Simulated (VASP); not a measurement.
A run of VASP 6.6.1 is set up as follows.

INCAR

```
SYSTEM = Hg
ALGO = Normal ; EDIFF = 1E-6
EDIFFG = -0.005 ; ENCUT = 600
GGA = PS ; IBRION = 2
ISIF = 3 ; ISMEAR = 0
LASPH = .TRUE. ; LCHARG = .FALSE.
LREAL = .FALSE. ; LWAVE = .FALSE.
NELM = 100 ; NSW = 100
PREC = Accurate ; SIGMA = 0.1
```

Contents of KPOINTS:

```
k-points
0
G
  16 16 16
  0 0 0
```

Contents of POSCAR:

```
Hg
1.0
   -2.9297541400      2.9297541400      1.5725525500
    2.9297541400     -2.9297541400      1.5725525500
    2.9297541400      2.9297541400     -1.5725525500
Hg
2
Direct
    0.7500000000      0.2500000000      0.5000000000
    0.0000000000      0.0000000000      0.0000000000
```

Potentials or basis: VASP PAW PBE potentials, release 64 (Hg).

The run is started by

```console
$ cat potpaw_PBE.64/Hg/POTCAR > POTCAR
$ mpirun -np 1 vasp_std > vasp.out
```

(1) Predict the band gap on the k mesh.

(2) Predict the relaxed cell.

(3) Predict the relaxed volume.

Results:

(1) zero (band 12 reaches 5.00 eV, above the bottom of band 13 at 0.24 eV).

(2) a = 4.347 Å, b = 4.347 Å, c = 4.347 Å, α = 97.01°, β = 97.01°, γ = 139.10°.

(3) 25.19 Å³/atom.

Caveat: the PAW data sets were made with another functional, which shifts forces and pressure a little; spin-orbit coupling is left out, which moves the levels of the heavy elements.
